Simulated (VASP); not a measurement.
Here is a VASP 6.6.1 calculation.

File INCAR:

```
ALGO = Normal
EDIFF = 1E-6
ENCUT = 520
GGA = PE
ISIF = 2
ISMEAR = 0
LASPH = True
LCHARG = False
LREAL = False
LWAVE = False
NBANDS = 16
NELM = 100
PREC = Accurate
SIGMA = 0.05
```

Contents of KPOINTS:

```
k-points
0
Gamma
  8 8 8
```

The input POSCAR:

```
GaAs
1.0
    0.0000000000      2.7384524391      3.0122976830
    2.7384524391      0.0000000000      3.0122976830
    2.7384524391      2.7384524391      0.0000000000
Ga As
1 1
Direct
    0.0000000000      0.0000000000      0.0000000000
    0.7500000000      0.7500000000      0.7500000000
```

Potentials or basis: VASP PAW PBE potentials, release 64 (Ga_d, As).

Run with:

```sh
$ cat potpaw_PBE.64/Ga_d/POTCAR potpaw_PBE.64/As/POTCAR > POTCAR
$ mpirun -np 1 vasp_std > vasp.out
```

Problem. Predict the band gap on the k mesh.

Solution. 0.23 eV, direct.

Problem. Estimate the pressure.

Solution. 3.3 GPa.

Stress tensor (GPa, compression positive):
```
 5.55  0.00  0.00
 0.00  5.55  0.00
 0.00  0.00 -1.12
```

 A k mesh can miss the band edges.
